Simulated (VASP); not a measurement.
# Sn (I4/mmm) in VASP: further runs

Sn is run at these levels: LDA, PBEsol, PBE; tasks: single point.

Program: VASP 6.6.1. These are calculated values, not measurements. Logs are shortened: lines on timing, memory, paths and dates and some standing lists are left out, and cuts for length are marked.

**1. The cell of the first run**

The structure is tetragonal, space group I4/mmm (No. 139). The conventional cell has a = 4.004 Å, b = 4.004 Å, c = 3.277 Å, α = 90.00°, β = 90.00°, γ = 90.00°. Within 4.3 Å of Sn (site symmetry 4/mmm) lie 14 Sn at 3.27 to 4.00 Å.

**2. Single point, LDA (26.26 Å³/atom)**

INCAR reads:

```
ALGO = Normal
EDIFF = 1E-6
ENCUT = 520
ISIF = 2
ISMEAR = -1
LASPH = True
LCHARG = False
LREAL = False
LWAVE = False
NBANDS = 13
NELM = 100
PREC = Accurate
SIGMA = 0.05
```

KPOINTS reads:

```
k-points
0
Gamma
  16 16 16
```

POSCAR reads:

```
Sn
1.0
   -2.0017645706      2.0017645706      1.6383145356
    2.0017645706     -2.0017645706      1.6383145356
    2.0017645706      2.0017645706     -1.6383145356
Sn
1
Direct
    0.0000000000      0.0000000000      0.0000000000
```

Potentials or basis: VASP PAW LDA potentials, release 64 (Sn_d).

Command:

```
> cat potpaw_LDA.64/Sn_d/POTCAR > POTCAR
> mpirun -np 1 vasp_std > vasp.out
```

OUTCAR:

```text
EDIFF = 1E-6
   ENCUT = 520
   ISIF = 2
   ISMEAR = -1
   LASPH = True
   LREAL = False
   NELM = 100
   PREC = Accurate

 ion  position               nearest neighbor table
   1  0.000  0.000  0.000-

  LATTYP: Found a body centered tetragonal cell.
 ALAT       =     4.0035291412
 C/A-ratio  =     0.8184351745

  Lattice vectors:

 A1 = (  -2.0017645706,   2.0017645706,   1.6383145356)
 A2 = (   2.0017645706,  -2.0017645706,   1.6383145356)
 A3 = (   2.0017645706,   2.0017645706,  -1.6383145356)

Analysis of symmetry for initial positions (statically):
=====================================================================
 Subroutine PRICEL returns:
 Original cell was already a primitive cell.

 Routine SETGRP: Setting up the symmetry group for a
 body centered tetragonal supercell.

 Subroutine GETGRP returns: Found 16 space group operations
 (whereof 16 operations were pure point group operations)
 out of a pool of 16 trial point group operations.

The static configuration has the point symmetry D_4h.

Analysis of symmetry for dynamics (positions and initial velocities):
=====================================================================
 Subroutine PRICEL returns:
 Original cell was already a primitive cell.

 Routine SETGRP: Setting up the symmetry group for a
 body centered tetragonal supercell.

 Subroutine GETGRP returns: Found 16 space group operations
 (whereof 16 operations were pure point group operations)
 out of a pool of 16 trial point group operations.

The dynamic configuration has the point symmetry D_4h.

 Subroutine INISYM returns: Found 16 space group operations
 (whereof 16 operations are pure point group operations),
 and found     1 'primitive' translations

----------------------------------------------------------------------------------------

                                     Primitive cell

  volume of cell :      26.2593

  direct lattice vectors                    reciprocal lattice vectors
    -2.001764571  2.001764571  1.638314536     0.000000000  0.249779623  0.305191701
     2.001764571 -2.001764571  1.638314536     0.249779623  0.000000000  0.305191701
     2.001764571  2.001764571 -1.638314536     0.249779623  0.249779623  0.000000000

  length of vectors
     3.270809886  3.270809886  3.270809886     0.394375246  0.394375246  0.353241731

  position of ions in fractional coordinates (direct lattice)
     0.000000000  0.000000000  0.000000000

  ion indices of the primitive-cell ions
   primitive index   ion index
                 1           1

----------------------------------------------------------------------------------------

 KPOINTS: k-points

Automatic generation of k-mesh.
 Grid dimensions read from file:
 generate k-points for:   16   16   16

 Generating k-lattice:

  Cartesian coordinates                     Fractional coordinates (reciprocal lattice)
     0.000000000  0.015611226  0.019074481     0.062500000  0.000000000  0.000000000
     0.015611226  0.000000000  0.019074481     0.000000000  0.062500000  0.000000000
     0.015611226  0.015611226  0.000000000     0.000000000  0.000000000  0.062500000

  Length of vectors
     0.024648453  0.024648453  0.022077608

  Shift w.r.t. Gamma in fractional coordinates (k-lattice)
     0.000000000  0.000000000  0.000000000

 Subroutine IBZKPT returns following result:
 ===========================================

 Found    349 irreducible k-points:

 Following reciprocal coordinates:
            Coordinates               Weight
  0.000000  0.000000  0.000000      1.000000
  0.062500  0.000000  0.000000      8.000000
  0.125000  0.000000  0.000000      8.000000
  0.187500 -0.000000  0.000000      8.000000
  0.250000  0.000000  0.000000      8.000000
  0.312500  0.000000  0.000000      8.000000
[... 16 lines left out ...]
 -0.125000  0.062500  0.000000     16.000000
 -0.062500  0.062500  0.000000      4.000000
 [... further k-points ...]
   k-points           NKPTS =    349   k-points in BZ     NKDIM =    349   number of bands    NBANDS=     13
   number of dos      NEDOS =    301   number of ions     NIONS =      1
   total plane-waves  NPLWV =  13824
   dimension x,y,z NGX =    24 NGY =   24 NGZ =   24
   dimension x,y,z NGXF=    48 NGYF=   48 NGZF=   48
   ions per type =               1
   NGX,Y,Z   is equivalent  to a cutoff of  12.20, 12.20, 12.20 a.u.
   NGXF,Y,Z  is equivalent  to a cutoff of  24.40, 24.40, 24.40 a.u.
 SYSTEM =  unknown system
   PREC   = accura    normal or accurate (medium, high low for compatibility)
   ISTART =      0    job   : 0-new  1-cont  2-samecut
   ICHARG =      2    charge: 1-file 2-atom 10-const
   ISPIN  =      1    spin polarized calculation?
   LNONCOLLINEAR =      F non collinear calculations
   LSORBIT =      F    spin-orbit coupling
   LASPH  =      T    aspherical Exc in radial PAW
   ENCUT  =  520.0 eV  38.22 Ry    6.18 a.u.   6.08  6.08  6.08*2*pi/ulx,y,z
   NELM   =    100;   NELMIN=  2; NELMDL= -5     # of ELM steps
   EDIFF  = 0.1E-05   stopping-criterion for ELM
   LREAL  =      F    real-space projection
   EDIFFG = 0.1E-04   stopping-criterion for IOM
   NSW    =      0    number of steps for IOM
   IBRION =     -1    ionic relax: 0-MD 1-quasi-New 2-CG
   NFREE  =      0    steps in history (QN), initial steepest desc. (CG)
   ISIF   =      2    stress and relaxation
   ISYM   =      2    0-nonsym 1-usesym 2-fastsym
   POTIM  = 0.5000    time-step for ionic-motion
   TEBEG  =    0.0;   TEEND  =   0.0 temperature during run
   PSTRESS=    0.0 pullay stress
   NELECT =      14.0000    total number of electrons
   NUPDOWN=      -1.0000    fix difference up-down
   EMIN   =  10.00;   EMAX   =-10.00  energy-range for DOS
   EFERMI =   0.00;   METHOD = LEGACY
   ISMEAR =    -1;   SIGMA  =   0.05  broadening in eV -4-tet -1-fermi 0-gaus
   EFERMI_NEDOS =   21; number of points for ismear=-14 and -15
   IALGO  =     38    algorithm
   IMIX   =      4    mixing-type and parameters
     AMIX     =   0.40;   BMIX     =  1.00
     AMIX_MAG =   1.60;   BMIX_MAG =  1.00
  volume/ion in A,a.u.               =      26.26       177.21
  Fermi-wavevector in a.u.,A,eV,Ry     =   1.327465  2.508545 23.975688  1.762163
  Thomas-Fermi vector in A             =   2.456775
   LORBIT       =      0    0 simple, 1 ext, 2 COOP (PROOUT), +10 PAW based schemes
   GGA     = CA    functional components
   LHFCALC =     F    Hartree Fock is set to
   AEXX    =    0.0000 exact exchange contribution
   IVDW    =     0    specifies the selected vdW correction
   LEPSILON=     F    determine dielectric tensor
   LRPA    =     F    only Hartree local field effects (RPA)
 non-spin polarized calculation
  energy-cutoff  :      520.00
  volume of cell :       26.26
 maximum number of plane-waves:       734
   NGX = 13   NGY = 13   NGZ = 13

 number of electron      13.9999999 magnetization

 Free energy of the ion-electron system (eV)
  ---------------------------------------------------
  ext. energy  EPLUGINS =         0.00000000
  ---------------------------------------------------
  free energy    TOTEN  =        -4.44760249 eV

  energy without entropy =       -4.44332561  energy(sigma->0) =       -4.44546405

 E-fermi :   8.2222     XC(G=0): -10.7571

 val. band max:        8.2094245159   @ k =   0.2500   0.1250   0.0000
 cond. band min:       8.2241633735   @ k =  -0.0625  -0.3125   0.0625
 fundamental gap:      0.0147388576
 Fermi energy:         8.2221691478

 k-point     1 :       0.0000    0.0000    0.0000
  band No.  band energies     occupation
      1     -13.2737      2.00000
      2     -13.1838      2.00000
      3     -13.1838      2.00000
      4     -13.1805      2.00000
      5     -13.0513      2.00000
      6      -3.1470      2.00000
      7      15.1526      0.00000
      8      15.1526      0.00000
      9      17.8510      0.00000
     10      18.7788      0.00000
     11      19.9628      0.00000
     12      20.9580      0.00000
     13      20.9580      0.00000

 k-point     2 :       0.0625    0.0000    0.0000
  band No.  band energies     occupation
      1     -13.2688      2.00000
      2     -13.1841      2.00000
      3     -13.1828      2.00000
      4     -13.1748      2.00000
      5     -13.0538      2.00000
      6      -3.0514      2.00000
      7      14.8379      0.00000
      8      14.9077      0.00000
      9      17.1746      0.00000
     10      19.1310      0.00000
     11      19.9658      0.00000
     12      20.3734      0.00000
     13      20.5808      0.00000

 k-point     3 :       0.1250    0.0000    0.0000
  band No.  band energies     occupation
      1     -13.2595      2.00000
      2     -13.1863      2.00000
      3     -13.1752      2.00000
      4     -13.1576      2.00000
      5     -13.0605      2.00000
      6      -2.7639      2.00000
      7      14.1567      0.00000
      8      14.2088      0.00000
      9      15.5980      0.00000
     10      18.9739      0.00000
     11      19.0350      0.00000
     12      20.5006      0.00000
     13      21.3156      0.00000
[... 305 lines left out ...]
 k-point    23 :      -0.1250    0.0625    0.0000
  band No.  band energies     occupation
      1     -13.2613      2.00000
      2     -13.1861      2.00000
      3     -13.1801      2.00000
      4     -13.1671      2.00000
      5     -13.0574      2.00000
      6      -2.8997      2.00000
      7      13.3031      0.00000
      8      14.9755      0.00000
      9      16.6230      0.00000
     10      19.4454      0.00000
     11      19.9350      0.00000
     12      20.3242      0.00000
     13      21.9715      0.00000

 k-point    24 :      -0.0625    0.0625    0.0000
  band No.  band energies     occupation
      1     -13.2691      2.00000
      2     -13.1849      2.00000
      3     -13.1825      2.00000
      4     -13.1770      2.00000
      5     -13.0533      2.00000
      6      -3.0713      2.00000
      7      14.1528      0.00000
      8      15.2099      0.00000
      9      17.5884      0.00000
     10      19.2073      0.00000
     11      20.1756      0.00000
     12      20.7274      0.00000
     13      21.3631      0.00000

 [... further k-points ...]
[... 5 lines left out ...]
  --------------------------------------------------------------------------------------
  -------------------------------------------------------------------------------------
  Total       -0.2261090     -0.2261090     -0.1191173      0.0000000      0.0000000      0.0000000
  in kB      -13.7957474    -13.7957474     -7.2677883      0.0000000      0.0000000      0.0000000
  external PRESSURE =     -11.6197610 kB  Pullay stress =       0.0000000 kB

 VOLUME and BASIS-vectors are now :
 -----------------------------------------------------------------------------
  energy-cutoff  :      520.00
  volume of cell :       26.26
      direct lattice vectors                 reciprocal lattice vectors
    -2.001764571  2.001764571  1.638314536     0.000000000  0.249779623  0.305191701
     2.001764571 -2.001764571  1.638314536     0.249779623  0.000000000  0.305191701
     2.001764571  2.001764571 -1.638314536     0.249779623  0.249779623  0.000000000

 POSITION                                       TOTAL-FORCE (eV/Angst)
 -----------------------------------------------------------------------------------
      0.00000      0.00000      0.00000        -0.000000      0.000000      0.000000
 -----------------------------------------------------------------------------------
    total drift:                               -0.000000      0.000000      0.000000

  FREE ENERGIE OF THE ION-ELECTRON SYSTEM (eV)
  ---------------------------------------------------
  free  energy   TOTEN  =        -4.4476024922 eV

  energy  without entropy=       -4.4433256053  energy(sigma->0) =       -4.44546405
```

Wall time 27 s (1 thread of Intel Xeon Platinum 8488C (Sapphire Rapids), shared host); peak memory 0.21 GiB.

Results:

| Quantity | Value |
| --- | --- |
| Free energy | -4.4476 eV |
| Pressure | -1.2 GPa |
| Band gap on the k mesh | zero (bands 7 and 8 overlap by 9.16 eV) |

Stress tensor (GPa, compression positive):
```
-1.38  0.00  0.00
 0.00 -1.38  0.00
 0.00  0.00 -0.73
```

Levels at points of the mesh, in eV from the Fermi level:
```tsv
k point	band 4	band 5	band 6	band 7	band 8	band 9	band 10	band 11
(0.00, 0.00, 0.00)	-21.40	-21.27	-11.37	6.93	6.93	9.63	10.56	11.74
(0.50, 0.00, 0.00)	-21.24	-21.22	-5.85	-4.34	3.11	4.39	7.45	7.59
(0.50, 0.50, 0.00)	-21.32	-21.22	-7.43	-4.88	5.92	7.94	10.75	11.22
(0.50, 0.50, 0.50)	-21.24	-21.21	-3.36	-1.67	-1.67	2.54	3.12	6.29
```

Caveat: spin-orbit coupling is left out, which moves the levels of the heavy elements.

**3. Single point, PBEsol**

This run uses another cell than the first one, of 27.35 Å³/atom.

INCAR reads:

```
SYSTEM = Sn
ALGO = Normal
EDIFF = 1E-7
ENCUT = 520
GGA = PS
ISIF = 2
ISMEAR = -1
LASPH = .True.
LCHARG = .False.
LREAL = .False.
LWAVE = .False.
NBANDS = 13
NELM = 80
PREC = Accurate
SIGMA = 0.05
```

KPOINTS reads:

```
k-points
0
Gamma
  16 16 16
  0 0 0
```

POSCAR reads:

```
Sn
1.0
   -2.0291894110      2.0291894110      1.6607599896
    2.0291894110     -2.0291894110      1.6607599896
    2.0291894110      2.0291894110     -1.6607599896
Sn
1
Direct
    0.0000000000      0.0000000000      0.0000000000
```

Potentials or basis: VASP PAW PBE potentials, release 64 (Sn_d).

Command:

```
> cat potpaw_PBE.64/Sn_d/POTCAR > POTCAR
> mpirun -np 1 vasp_std > vasp.out
```

It took 60 s on 1 thread of Intel Xeon Platinum 8488C (Sapphire Rapids), shared host; peak memory 0.24 GiB.

The run converged. Its results:

```yaml
Free_energy: -4.2322 eV
Pressure: -1.9 GPa
Band_gap_on_the_k_mesh: zero (bands 7 and 8 overlap by 8.89 eV)
```

Stress tensor (GPa, compression positive):
```
-2.10  0.00  0.00
 0.00 -2.10  0.00
 0.00  0.00 -1.47
```

Levels at points of the mesh, in eV from the Fermi level:
| k point | band 4 | band 5 | band 6 | band 7 | band 8 | band 9 | band 10 | band 11 |
| --- | --- | --- | --- | --- | --- | --- | --- | --- |
| (0.00, 0.00, 0.00) | -21.37 | -21.26 | -11.06 | 6.74 | 6.74 | 9.30 | 10.27 | 11.37 |
| (0.50, 0.00, 0.00) | -21.23 | -21.21 | -5.79 | -4.17 | 3.06 | 4.31 | 7.17 | 7.38 |
| (0.50, 0.50, 0.00) | -21.31 | -21.22 | -7.30 | -4.69 | 5.76 | 7.72 | 10.38 | 10.93 |
| (0.50, 0.50, 0.50) | -21.23 | -21.20 | -3.43 | -1.57 | -1.57 | 2.51 | 3.03 | 6.09 |

Caveat: the PAW data sets were made with another functional, which shifts forces and pressure a little; spin-orbit coupling is left out, which moves the levels of the heavy elements.

**4. Single point, PBE**

This run uses another cell than the first one, of 27.35 Å³/atom.

INCAR reads:

```
PREC     = Accurate       # precision mode
ENCUT    = 520            # plane-wave cutoff, eV
EDIFF    = 1E-6           # SCF threshold, eV
ISMEAR   = -1             # smearing method
SIGMA    = 0.05           # smearing width, eV
LREAL    = False          # projectors in reciprocal space
LASPH    = True           # aspherical terms in the spheres
NELM     = 80             # most SCF steps
ALGO     = Normal         # electronic algorithm
ISIF     = 2              # what is computed and relaxed
LWAVE    = False          # write WAVECAR
LCHARG   = True           # write CHGCAR
GGA      = PE             # functional
LELF     = True           # ELF
LVHAR    = True         
NBANDS   = 13             # bands
```

KPOINTS reads:

```
Automatic mesh
0
Gamma
  16 16 16
```

POSCAR is that of step 3.

Command:

```
> cat potpaw_PBE.64/Sn_d/POTCAR > POTCAR
> mpirun -np 1 vasp_std > vasp.out
```

Wall time 57 s (1 thread of Intel Xeon Platinum 8488C (Sapphire Rapids), shared host); peak memory 0.24 GiB.

Results (log left out):

```yaml
Free_energy: -3.7833 eV
Pressure: 1.0 GPa
Band_gap_on_the_k_mesh: zero (bands 7 and 8 overlap by 8.90 eV)
```

Stress tensor (GPa, compression positive):
```
0.67 0.00 0.00
0.00 0.67 0.00
0.00 0.00 1.52
```

Levels at points of the mesh, in eV from the Fermi level:
| k point | band 5 | band 6 | band 7 | band 8 | band 9 | band 10 |
| --- | --- | --- | --- | --- | --- | --- |
| (0.00, 0.00, 0.00) | -21.39 | -11.06 | 6.75 | 6.75 | 9.32 | 10.24 |
| (0.50, 0.00, 0.00) | -21.34 | -5.78 | -4.17 | 3.06 | 4.32 | 7.17 |
| (0.50, 0.50, 0.00) | -21.34 | -7.29 | -4.69 | 5.77 | 7.73 | 10.36 |
| (0.50, 0.50, 0.50) | -21.33 | -3.41 | -1.58 | -1.58 | 2.51 | 3.04 |

Caveat: spin-orbit coupling is left out, which moves the levels of the heavy elements.

**5. Single point, PBEsol (28.45 Å³/atom)**

This run uses another cell than the first one, of 28.45 Å³/atom.

INCAR reads:

```
SYSTEM = Sn
ALGO = Normal
EDIFF = 1E-7
ENCUT = 520
GGA = PS
ISIF = 2
ISMEAR = -1
LASPH = .True.
LCHARG = .False.
LREAL = .False.
LWAVE = .False.
NBANDS = 13
NELM = 60
PREC = Accurate
SIGMA = 0.05
```

KPOINTS reads:

```
k-points
0
Gamma
  16 16 16
  0 0 0
```

POSCAR reads:

```
Sn
1.0
   -2.0558923339      2.0558923339      1.6826146010
    2.0558923339     -2.0558923339      1.6826146010
    2.0558923339      2.0558923339     -1.6826146010
Sn
1
Direct
    0.0000000000      0.0000000000      0.0000000000
```

Command:

```
> cat potpaw_PBE.64/Sn_d/POTCAR > POTCAR
> mpirun -np 1 vasp_std > vasp.out
```

It took 60 s on 1 thread of Intel Xeon Platinum 8488C (Sapphire Rapids), shared host; peak memory 0.24 GiB.

It converged, with:

| Quantity | Value |
| --- | --- |
| Free energy | -4.2139 eV |
| Pressure | -3.6 GPa |
| Band gap on the k mesh | zero (bands 7 and 8 overlap by 8.54 eV) |

Stress tensor (GPa, compression positive):
```
-3.67  0.00  0.00
 0.00 -3.67  0.00
 0.00  0.00 -3.31
```

Levels at points of the mesh, in eV from the Fermi level:
```
           k point  band 4  band 5  band 6  band 7  band 8  band 9  band 10  band 11
(0.00, 0.00, 0.00)  -21.36  -21.26  -10.78    6.49    6.49    8.86    10.06    11.10
(0.50, 0.00, 0.00)  -21.23  -21.22   -5.78   -3.98    2.96    4.20     6.98     7.28
(0.50, 0.50, 0.00)  -21.30  -21.22   -7.21   -4.48    5.54    7.43    10.08    10.73
(0.50, 0.50, 0.50)  -21.23  -21.21   -3.58   -1.49   -1.49    2.45     3.08     5.99
```

Caveat: the cell stands under tension; the PAW data sets were made with another functional, which shifts forces and pressure a little; spin-orbit coupling is left out, which moves the levels of the heavy elements.

**6. The runs side by side**

| level | potentials or basis | cell | gap on the mesh (eV) | pressure (GPa) |
| --- | --- | --- | --- | --- |
| LDA | VASP PAW LDA potentials, release 64 (Sn_d) | a = 3.271 Å, angles 104.5, 104.5, 119.9°, 1 atom | none | -1.2 |
| PBEsol | VASP PAW PBE potentials, release 64 (Sn_d) | a = 3.316 Å, angles 104.5, 104.5, 119.9°, 1 atom | none | -1.9 |
| PBE | VASP PAW PBE potentials, release 64 (Sn_d) | a = 3.316 Å, angles 104.5, 104.5, 119.9°, 1 atom | none | 1.0 |
| PBEsol | VASP PAW PBE potentials, release 64 (Sn_d) | a = 3.359 Å, angles 104.5, 104.5, 119.9°, 1 atom | none | -3.6 |

Alike in all rows: task single point; no spin polarisation; k mesh 16 × 16 × 16; cutoff (eV) 520; smearing fermi-dirac 0.05 eV.

Caveats: spin-orbit coupling is left out, which moves the levels of the heavy elements; the PAW data sets were made with another functional, which shifts forces and pressure a little (at least some runs); the cell stands under tension (at least some runs).

Absolute energies hang on the potentials; compare differences alone.

The gap in the log of VASP goes by the Fermi energy; the results here count the filled bands.